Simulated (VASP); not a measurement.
## La: single point with PBEsol

The system is La.

```
La
1.0
     3.57015    0.00000    0.00000
    -1.19005    3.36597    0.00000
    -1.19005   -1.68299    2.91502
La
1
Direct
  0.00000 0.00000 0.00000
```

This isn't the form of La at room conditions, which is double hcp.

```json
{"Program": "VASP 6.6.1", "Task": "single point", "Functional": "PBEsol", "Potentials or basis": "VASP PAW PBE potentials, release 64 (La)", "Cutoff": "520 eV", "k mesh": "7 × 7 × 7", "Occupations": "gaussian, width 0.05 eV", "Spin": "no spin polarisation", "Dipole correction": "no", "Further INCAR settings": "ALGO = Normal; EDIFF = 1e-06; NBANDS = 12"}
```

- Pressure: 0.0 GPa
- Band gap on the k mesh: zero (an odd number of electrons rules out a gap without spin polarisation)

Levels at points of the mesh, in eV from the Fermi level:
```
           k point  band 3  band 4  band 5  band 6  band 7  band 8
(0.00, 0.00, 0.00)  -15.56  -15.56   -3.19    1.55    1.55    1.55
```

Wall time 11 s on 1 thread of Intel(R) Xeon(R) Platinum 8559C (Emerald Rapids), with other jobs on the host, peak memory 0.16 GiB.

Caveat: the PAW data sets were made with another functional, which shifts forces and pressure a little; spin-orbit coupling is left out, which moves the levels of the heavy elements.
